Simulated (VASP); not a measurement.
# FeSi2 (P4/mmm) in VASP: single point with PBEsol

Aim: the single point of FeSi2 with PBEsol.

All numbers are computed with VASP 6.6.1; they aren't measurements. Logs are shortened: lines on timing, memory, paths and dates and some standing lists are left out, and cuts for length are marked.

## 1. The cell of the first run

Symmetry: P4/mmm, No. 123, tetragonal system. Conventional cell: a = 2.684 Å, b = 2.684 Å, c = 5.128 Å, α = 90.00°, β = 90.00°, γ = 90.00°. Within 3.1 Å of Fe (site symmetry 4/mmm) lie 8 Si at 2.35 Å and 4 Fe at 2.68 Å. Si (site symmetry 4mm) has 4 Fe at 2.35 Å and 6 Si at 2.36 to 2.77 Å within 3.1 Å.

## 2. Single point, PBEsol, collinear spin, antiferromagnetic start

INCAR

```
SYSTEM = FeSi2
PREC     = Accurate       ! precision mode
ENCUT    = 520            ! plane-wave cutoff, eV
EDIFF    = 1E-6           ! SCF threshold, eV
ISMEAR   = 0              ! smearing method
SIGMA    = 0.1            ! smearing width, eV
LREAL    = .False.        ! projectors in reciprocal space
LASPH    = .True.         ! aspherical terms in the spheres
NELM     = 150            ! most SCF steps
ALGO     = Fast           ! electronic algorithm
ISIF     = 2              ! what is computed and relaxed
LWAVE    = .False.        ! write WAVECAR
LCHARG   = .True.         ! write CHGCAR
ISPIN    = 2              ! spin polarisation
MAGMOM   = 4 -4 0 0 0 0   ! initial moments
LORBIT   = 11             ! projections on sites
LMAXMIX  = 4              ! l up to which the mixer works
GGA      = PS             ! functional
LELF     = .True.         ! ELF
LVHAR    = .True.       
NBANDS   = 29             ! bands
```

KPOINTS

```
regular mesh
0
Gamma
  16 16 4
  0 0 0
```

POSCAR

```
FeSi2
1.0
    2.6840000000      0.0000000000      0.0000000000
    0.0000000000      2.6840000000      0.0000000000
    0.0000000000      0.0000000000     10.2560000000
Fe Si
2 4
Direct
    0.0000000000      0.0000000000      0.0000000000
    0.0000000000      0.0000000000      0.5000000000
    0.5000000000      0.5000000000      0.1350000000
    0.5000000000      0.5000000000      0.3650000000
    0.5000000000      0.5000000000      0.6350000000
    0.5000000000      0.5000000000      0.8650000000
```

Potentials or basis: VASP PAW PBE potentials, release 64 (Fe, Si).

The run is started by

```sh
$ cat potpaw_PBE.64/Fe/POTCAR potpaw_PBE.64/Si/POTCAR > POTCAR
$ mpirun -np 1 vasp_std > vasp.out
```

OUTCAR:

```text
SYSTEM = FeSi2
   PREC = Accurate
   ENCUT = 520
   EDIFF = 1E-6
   ISMEAR = 0
   LREAL = .False.
   LASPH = .True.
   NELM = 150
   ISIF = 2
   ISPIN = 2
   LORBIT = 11
   GGA = PS

 ion  position               nearest neighbor table
   1  0.000  0.000  0.000-   3 2.35   6 2.35   3 2.35   6 2.35   3 2.35   6 2.35   3 2.35   6 2.35

   2  0.000  0.000  0.500-   4 2.35   5 2.35   4 2.35   5 2.35   4 2.35   5 2.35   4 2.35   5 2.35

   3  0.500  0.500  0.135-   1 2.35   1 2.35   1 2.35   1 2.35   4 2.36   6 2.77
   4  0.500  0.500  0.365-   2 2.35   2 2.35   2 2.35   2 2.35   3 2.36   5 2.77
   5  0.500  0.500  0.635-   2 2.35   2 2.35   2 2.35   2 2.35   6 2.36   4 2.77
   6  0.500  0.500  0.865-   1 2.35   1 2.35   1 2.35   1 2.35   5 2.36   3 2.77
[... 7 lines left out ...]
 A1 = (   2.6840000000,   0.0000000000,   0.0000000000)
 A2 = (   0.0000000000,   2.6840000000,   0.0000000000)
 A3 = (   0.0000000000,   0.0000000000,  10.2560000000)

Analysis of symmetry for initial positions (statically):
=====================================================================
 Subroutine PRICEL returns following result:

  LATTYP: Found a simple tetragonal cell.
 ALAT       =     2.6840000000
 C/A-ratio  =     1.9105812221
[... 12 lines left out ...]
 Subroutine GETGRP returns: Found 16 space group operations
 (whereof 16 operations were pure point group operations)
 out of a pool of 16 trial point group operations.

The static configuration has the point symmetry D_4h.

Analysis of symmetry for dynamics (positions and initial velocities):
=====================================================================
 Subroutine PRICEL returns following result:

  LATTYP: Found a simple tetragonal cell.
 ALAT       =     2.6840000000
 C/A-ratio  =     1.9105812221
[... 12 lines left out ...]
 Subroutine GETGRP returns: Found 16 space group operations
 (whereof 16 operations were pure point group operations)
 out of a pool of 16 trial point group operations.

The dynamic configuration has the point symmetry D_4h.

Analysis of structural, dynamic, and magnetic symmetry:
=====================================================================
 Subroutine PRICEL returns following result:

  LATTYP: Found a simple tetragonal cell.
 ALAT       =     2.6840000000
 C/A-ratio  =     1.9105812221
[... 12 lines left out ...]
 Subroutine GETGRP returns: Found 16 space group operations
 (whereof 16 operations were pure point group operations)
 out of a pool of 16 trial point group operations.

The overall configuration has the point symmetry D_4h.

 Subroutine INISYM returns: Found 16 space group operations
 (whereof 16 operations are pure point group operations),
 and found     2 'primitive' translations

----------------------------------------------------------------------------------------

                                     Primitive cell

  volume of cell :      36.9414

  direct lattice vectors                    reciprocal lattice vectors
     2.684000000  0.000000000  0.000000000     0.372578241  0.000000000  0.000000000
     0.000000000  2.684000000  0.000000000     0.000000000  0.372578241  0.000000000
     0.000000000  0.000000000  5.128000000     0.000000000  0.000000000  0.195007800

  length of vectors
     2.684000000  2.684000000  5.128000000     0.372578241  0.372578241  0.195007800

  position of ions in fractional coordinates (direct lattice)
     0.000000000  0.000000000  0.000000000
     0.500000000  0.500000000  0.270000000
     0.500000000  0.500000000  0.730000000

  ion indices of the primitive-cell ions
   primitive index   ion index
                 1           1
                 2           3
                 3           6

----------------------------------------------------------------------------------------

 KPOINTS: regular mesh

Automatic generation of k-mesh.
 Grid dimensions read from file:
 generate k-points for:   16   16    4

 Generating k-lattice:

  Cartesian coordinates                     Fractional coordinates (reciprocal lattice)
     0.023286140  0.000000000  0.000000000     0.062500000  0.000000000  0.000000000
[... 41 lines left out ...]
   k-points           NKPTS =    135   k-points in BZ     NKDIM =    135   number of bands    NBANDS=     29
   number of dos      NEDOS =    301   number of ions     NIONS =      6
   total plane-waves  NPLWV =  32000
   dimension x,y,z NGX =    20 NGY =   20 NGZ =   80
   dimension x,y,z NGXF=    40 NGYF=   40 NGZF=  160
   ions per type =               2   4
   NGX,Y,Z   is equivalent  to a cutoff of  12.39, 12.39, 12.97 a.u.
   NGXF,Y,Z  is equivalent  to a cutoff of  24.78, 24.78, 25.94 a.u.
 SYSTEM =  FeSi2
   PREC   = accura    normal or accurate (medium, high low for compatibility)
   ISTART =      0    job   : 0-new  1-cont  2-samecut
   ICHARG =      2    charge: 1-file 2-atom 10-const
   ISPIN  =      2    spin polarized calculation?
   LNONCOLLINEAR =      F non collinear calculations
   LSORBIT =      F    spin-orbit coupling
   LASPH  =      T    aspherical Exc in radial PAW
   ENCUT  =  520.0 eV  38.22 Ry    6.18 a.u.   4.99  4.99 19.07*2*pi/ulx,y,z
   NELM   =    150;   NELMIN=  2; NELMDL= -5     # of ELM steps
   EDIFF  = 0.1E-05   stopping-criterion for ELM
   LREAL  =      F    real-space projection
   EDIFFG = 0.1E-04   stopping-criterion for IOM
   NSW    =      0    number of steps for IOM
   IBRION =     -1    ionic relax: 0-MD 1-quasi-New 2-CG
   NFREE  =      0    steps in history (QN), initial steepest desc. (CG)
   ISIF   =      2    stress and relaxation
   ISYM   =      2    0-nonsym 1-usesym 2-fastsym
   POTIM  = 0.5000    time-step for ionic-motion
   TEBEG  =    0.0;   TEEND  =   0.0 temperature during run
   PSTRESS=    0.0 pullay stress
   NELECT =      32.0000    total number of electrons
   NUPDOWN=      -1.0000    fix difference up-down
   EMIN   =  10.00;   EMAX   =-10.00  energy-range for DOS
   EFERMI =   0.00;   METHOD = LEGACY
   ISMEAR =     0;   SIGMA  =   0.10  broadening in eV -4-tet -1-fermi 0-gaus
   EFERMI_NEDOS =   21; number of points for ismear=-14 and -15
   IALGO  =     68    algorithm
   IMIX   =      4    mixing-type and parameters
     AMIX     =   0.40;   BMIX     =  1.00
     AMIX_MAG =   1.60;   BMIX_MAG =  1.00
  volume/ion in A,a.u.               =      12.31        83.10
  Fermi-wavevector in a.u.,A,eV,Ry     =   1.238636  2.340683 20.874330  1.534220
  Thomas-Fermi vector in A             =   2.373153
   LORBIT       =     11    0 simple, 1 ext, 2 COOP (PROOUT), +10 PAW based schemes
   GGA     = PS    functional components
   LHFCALC =     F    Hartree Fock is set to
   AEXX    =    0.0000 exact exchange contribution
   IVDW    =     0    specifies the selected vdW correction
   LEPSILON=     F    determine dielectric tensor
   LRPA    =     F    only Hartree local field effects (RPA)
 spin polarized calculation
 RMM-DIIS sequential band-by-band and
 Gauss-broadening in eV      SIGMA  =   0.10
  energy-cutoff  :      520.00
  volume of cell :       73.88
 maximum number of plane-waves:      2016
 NGX is ok and might be reduce to    20
   NGX =  9   NGY =  9   NGZ = 39

 number of electron      31.9999999 magnetization      -0.0000000

 number of electron      31.9999999 magnetization       0.0000000

 Free energy of the ion-electron system (eV)
  ---------------------------------------------------
  ext. energy  EPLUGINS =         0.00000000
  ---------------------------------------------------
  free energy    TOTEN  =       -43.90029852 eV

  energy without entropy =      -43.88973167  energy(sigma->0) =      -43.89501509

 E-fermi :   9.9242     XC(G=0): -12.0761

 val. band max:        9.9127115200   @ k =   0.4375   0.2500   0.0000
 cond. band min:       9.9277977922   @ k =   0.5000   0.4375   0.2500
 fundamental gap:      0.0150862723
 Fermi energy:         9.9242452863

 spin component 1

 k-point     1 :       0.0000    0.0000    0.0000
  band No.  band energies     occupation
      1      -4.0364      1.00000
      2      -2.8401      1.00000
      3      -2.4512      1.00000
      4       0.7225      1.00000
      5       1.9429      1.00000
      6       5.7299      1.00000
[... 733 lines left out ...]
     27      18.0103      0.00000
     28      18.1660      0.00000

 [... further k-points ...]

 spin component 2

 k-point     1 :       0.0000    0.0000    0.0000
  band No.  band energies     occupation
      1      -4.0364      1.00000
      2      -2.8401      1.00000
      3      -2.4512      1.00000
      4       0.7225      1.00000
      5       1.9429      1.00000
      6       5.7299      1.00000
[... 733 lines left out ...]
     27      18.0103      0.00000
     28      18.1660      0.00000

 [... further k-points ...]

 [bands above 28 left out]

------------------------ aborting loop because EDIFF is reached ----------------------------------------

  FORCE on cell =-STRESS in cart. coord.  units (eV):
  Direction    XX          YY          ZZ          XY          YZ          ZX
  --------------------------------------------------------------------------------------
  -------------------------------------------------------------------------------------
  Total       -0.3302848     -0.3302848     -0.9987346      0.0000000      0.0000000     -0.0000000
  in kB       -7.1623595     -7.1623595    -21.6579640      0.0000000      0.0000000     -0.0000000
  external PRESSURE =     -11.9942277 kB  Pullay stress =       0.0000000 kB

 VOLUME and BASIS-vectors are now :
 -----------------------------------------------------------------------------
  energy-cutoff  :      520.00
  volume of cell :       73.88
      direct lattice vectors                 reciprocal lattice vectors
     2.684000000  0.000000000  0.000000000     0.372578241  0.000000000  0.000000000
     0.000000000  2.684000000  0.000000000     0.000000000  0.372578241  0.000000000
     0.000000000  0.000000000 10.256000000     0.000000000  0.000000000  0.097503900

 POSITION                                       TOTAL-FORCE (eV/Angst)
 -----------------------------------------------------------------------------------
      0.00000      0.00000      0.00000         0.000000      0.000000     -0.000000
      0.00000      0.00000      5.12800         0.000000      0.000000     -0.000000
      1.34200      1.34200      1.38456        -0.000000     -0.000000      0.288631
      1.34200      1.34200      3.74344        -0.000000     -0.000000     -0.288631
      1.34200      1.34200      6.51256        -0.000000     -0.000000      0.288631
      1.34200      1.34200      8.87144         0.000000     -0.000000     -0.288631
 -----------------------------------------------------------------------------------
    total drift:                               -0.000000     -0.000000     -0.000000

  FREE ENERGIE OF THE ION-ELECTRON SYSTEM (eV)
  ---------------------------------------------------
  free  energy   TOTEN  =       -43.9002985178 eV

  energy  without entropy=      -43.8897316670  energy(sigma->0) =      -43.89501509

 total charge

# of ion       s       p       d       tot
------------------------------------------
    1        0.468   0.706   6.707   7.881
    2        0.468   0.706   6.707   7.881
    3        0.733   0.892   0.000   1.625
    4        0.733   0.892   0.000   1.625
    5        0.733   0.892   0.000   1.625
    6        0.733   0.892   0.000   1.625
--------------------------------------------------
tot          3.868   4.980  13.415  22.263

 magnetization (x)

# of ion       s       p       d       tot
------------------------------------------
    1       -0.000  -0.000   0.001   0.001
    2        0.000   0.000  -0.001  -0.001
    3       -0.000  -0.000   0.000  -0.000
    4        0.000   0.000   0.000   0.000
    5        0.000   0.000   0.000   0.000
    6       -0.000  -0.000   0.000  -0.000
--------------------------------------------------
tot          0.000   0.000   0.000   0.000
```

Run time: 17 min. Hardware: 1 thread of Oxide Virtual Turin-like, shared host; peak memory 0.46 GiB.

Results:

```
Free energy                                           : -43.9003 eV
Pressure                                              : -1.2 GPa
Largest force                                         : 0.289 eV/Å
Band gap on the k mesh                                : zero (filled and empty bands overlap)
Net moment                                            : 0.00 μB per cell
Valence electrons inside the program's atomic spheres : Fe 7.88; Si 1.62
```

Forces on the atoms (eV/Å):
```
Fe   0.000  0.000  0.000
Fe   0.000  0.000  0.000
Si   0.000  0.000  0.289
Si   0.000  0.000 -0.289
Si   0.000  0.000  0.289
Si   0.000  0.000 -0.289
```

Levels at points of the mesh, in eV from the Fermi level:
Spin up:
```
           k point  band 12  band 13  band 14  band 15  band 16  band 17  band 18  band 19  band 20  band 21
(0.00, 0.00, 0.00)    -1.57    -1.53    -1.53    -0.66    -0.66     2.46     4.58     4.58     5.68     5.68
(0.50, 0.00, 0.00)    -2.46    -2.11    -2.10    -1.12    -1.11     0.10     0.58     1.44     2.29     2.30
(0.50, 0.50, 0.00)    -3.19    -2.26    -1.81     0.14     0.15     0.42     0.42     0.46     1.18     2.59
(0.00, 0.00, 0.50)    -1.55    -1.55    -1.55    -0.66    -0.66     4.02     4.02     4.96     4.96     4.96
(0.50, 0.00, 0.50)    -2.63    -2.11    -2.11    -1.12    -1.12     0.41     0.41     1.73     1.73     3.20
(0.50, 0.50, 0.50)    -3.78    -2.06    -2.06     0.14     0.15     1.26     1.26     1.26     1.26     1.60
```
Spin down:
| k point | band 14 | band 15 | band 16 | band 17 | band 18 | band 19 |
| --- | --- | --- | --- | --- | --- | --- |
| (0.00, 0.00, 0.00) | -1.53 | -0.66 | -0.66 | 2.46 | 4.58 | 4.58 |
| (0.50, 0.00, 0.00) | -2.10 | -1.12 | -1.11 | 0.10 | 0.58 | 1.44 |
| (0.50, 0.50, 0.00) | -1.81 | 0.14 | 0.15 | 0.42 | 0.42 | 0.46 |
| (0.00, 0.00, 0.50) | -1.55 | -0.66 | -0.66 | 4.02 | 4.02 | 4.96 |
| (0.50, 0.00, 0.50) | -2.11 | -1.12 | -1.12 | 0.41 | 0.41 | 1.73 |
| (0.50, 0.50, 0.50) | -2.06 | 0.14 | 0.15 | 1.26 | 1.26 | 1.26 |

Caveat: the PAW data sets were made with another functional, which shifts forces and pressure a little.
